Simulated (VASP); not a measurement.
Crystal: Si2Mo.

```
Si Mo
1.0
     3.42772   -3.45758    0.00000
     3.42772    3.45758    0.00000
     0.00000    0.00000    4.23624
Si Mo
4 2
Cartesian
  3.4277 1.7572 0.0000
  3.4277 -1.7572 0.0000
  5.4605 0.0000 2.1181
  1.3949 0.0000 2.1181
  1.5374 0.0000 0.0000
  5.3181 0.0000 0.0000
```

The cell was built from a structure type or drawn by symmetry, and may not be a known phase.

* Program: VASP 6.6.1
* Task: relaxation of cell and atoms
* Functional: PBE
* Potentials or basis: VASP PAW PBE potentials, release 64 (Si, Mo_sv)
* Cutoff: 600 eV
* k mesh: 4 × 4 × 4
* Occupations: gaussian, width 0.1 eV
* Spin: no spin polarisation

At the start: pressure 30.8 GPa; volume 16.74 Å³/atom.

Q: How do energy, volume and symmetry change on relaxing?

A: Over 20 steps the energy falls by 511.6 meV/atom and the volume is 19.31 Å³/atom (+15.4 %); space group Cmmm (No. 65, to 0.1 Å) before, P4/mmm (No. 123, to 0.1 Å).

The path:
```tsv
step	energy change (eV)	largest force (eV/Å)	pressure (GPa)	volume (Å³)
1	0.0000	4.4332	30.84	100.41
2	0.2081	1.0058	-16.00	152.40
3	-2.9026	0.5873	-4.28	120.86
4	-2.9201	0.7552	-3.05	119.53
5	-2.9220	0.8441	-2.39	118.86
6	-2.9991	0.3303	0.83	114.97
7	-3.0007	0.3278	0.40	115.42
8	-3.0103	0.2909	-0.02	115.83
9	-3.0174	0.2439	-0.73	116.54
10	-3.0229	0.2295	-0.60	116.41
11	-3.0363	0.1851	-0.21	116.03
12	-3.0499	0.0898	0.55	115.28
13	-3.0513	0.1486	0.85	114.99
14	-3.0578	0.1371	0.01	115.81
15	-3.0595	0.1258	-0.69	116.51
16	-3.0643	0.0458	-0.57	116.41
17	-3.0671	0.0838	-0.38	116.24
18	-3.0692	0.0595	0.36	115.47
19	-3.0693	0.0650	0.20	115.64
20	-3.0697	0.0253	-0.07	115.89
```

Final structure:
```yaml
crystal:
  lattice:
    - [3.48798, -3.49006, 0.00000]
    - [3.48798, 3.49006, 0.00000]
    - [0.00000, 0.00000, 4.75997]
  atoms:
    - { symbol: Si, position: [0.24976, 0.75024, 0.00000] }
    - { symbol: Si, position: [0.75024, 0.24976, 0.00000] }
    - { symbol: Si, position: [0.75175, 0.75175, 0.50000] }
    - { symbol: Si, position: [0.24825, 0.24825, 0.50000] }
    - { symbol: Mo, position: [0.25006, 0.25006, 0.00000] }
    - { symbol: Mo, position: [0.74994, 0.74994, 0.00000] }
```

Caveat: the k points lie up to 0.33 Å⁻¹ apart in the final cell, too coarse for converged energies and pressures of a metal; the volume moved by over 15 % at a fixed basis, so the end points are rough.
